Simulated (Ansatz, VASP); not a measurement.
**Two plane-wave programs on Co**

```
Co
1.0
     2.50904    0.00000    0.00000
    -1.25452    2.17289    0.00000
     0.00000    0.00000    4.06465
Co
2
Cartesian
  0.0000 1.4486 1.0162
  1.2545 0.7243 3.0485
```

Alike in both runs: task relaxation of cell and atoms; functional PBEsol; k mesh 17 × 17 × 9; occupations fermi-dirac, width 0.1 eV; collinear spin.

|  | VASP | Ansatz |
| --- | --- | --- |
| version | VASP 6.6.1 | Ansatz 0.2.0 |
| potentials or method | VASP PAW PBE potentials, release 64 (Co_sv) | PAW with Ansatz's default frozen-core files, scalar-relativistic |
| plane-wave cutoff (eV) | 600 | 420 |
| valence electrons in the cell | 34 | 34 |

```csv
,VASP,Ansatz,Ansatz less VASP
net moment per atom (μB),1.56,1.57,+0.012
size of the moment on the site where the two differ most (μB),1.61,1.63,+0.021
relaxed volume (Å³/atom),10.26,10.38,+0.120
relaxed length of the cell vector where the two differ most in proportion (Å),3.956,3.971,+0.0157
```

VASP's potentials were made for PBE, not for PBEsol. Site moments also hang on the region over which each program counts them.
